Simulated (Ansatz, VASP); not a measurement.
## ZrS2 in VASP and in Ansatz

The input INCAR:

```
  ALGO = Normal
  EDIFF = 1E-6
  ENCUT = 500
  GGA = PS
  GGA_COMPAT = F
  ISIF = 2
  ISMEAR = 0
  IVDW = 12
  LASPH = T
  LCHARG = F
  LREAL = F
  LWAVE = F
  NBANDS = 19
  NELM = 120
  PREC = Accurate
  SIGMA = 0.1
```

Contents of KPOINTS:

```
k-points
0
Gamma
  6 6 4
```

POSCAR

```
ZrS2
1.0
    3.6913825498      0.0000000000      0.0000000000
   -1.8456912749      3.1968310632      0.0000000000
    0.0000000000      0.0000000000      6.0410770100
Zr S
1 2
Direct
    0.0000000000      0.0000000000      0.0000000000
    0.6666666667      0.3333333333      0.7620900300
    0.3333333333      0.6666666667      0.2379099700
```

Input for Ansatz:

```yaml
crystal:
  lattice:
    - [3.6913825498, 0.0, 0.0]
    - [-1.8456912749, 3.1968310632, 0.0]
    - [0.0, 0.0, 6.04107701]
  atoms:
    - { symbol: Zr, position: [0.0, 0.0, 0.0] }
    - { symbol: S, position: [0.6666666667, 0.3333333333, 0.76209003] }
    - { symbol: S, position: [0.3333333333, 0.6666666667, 0.23790997] }
basis:
  ecutwfc: 420
kpoints:
  mp_grid: { grid: [6, 6, 4] }
hamiltonian:
  xc: pbesol
  dispersion: d3bj
scf:
  occupations: { method: gaussian, width: 0.1 }
  n_extra_bands: 20
output:
  forces: true
  stress: true
  eigenvalues: true
```

Alike in both runs: task single point; functional PBEsol; dispersion D3(BJ); k mesh 6 × 6 × 4; occupations gaussian, width 0.1 eV; no spin polarisation.

|  | VASP | Ansatz |
| --- | --- | --- |
| version | VASP 6.6.1 | Ansatz 0.2.0 |
| potentials or method | VASP PAW PBE potentials, release 64 (Zr_sv, S), cutoff 500 eV | scalar-relativistic, plane waves, PAW |
| valence electrons in the cell | 24 | 24 |

|  | VASP | Ansatz | Ansatz less VASP |
| --- | --- | --- | --- |
| gap on the k mesh at the Fermi level (eV) | 1.00 | 1.00 | -0.004 |
| least direct gap on the mesh (eV) | 1.58 | 1.58 | -0.007 |
| pressure (GPa) | -4.5 | -4.6 | -0.05 |
| traceless stress, the component that is largest in VASP (GPa) | 1.03 | 1.01 | -0.019 |
| rms of the force components (eV/Å) | 0.060 | 0.068 | +0.0082 |

VASP's potentials were made for PBE, not for PBEsol. Atom by atom the forces differ by 0.008 eV/Å (rms over components).
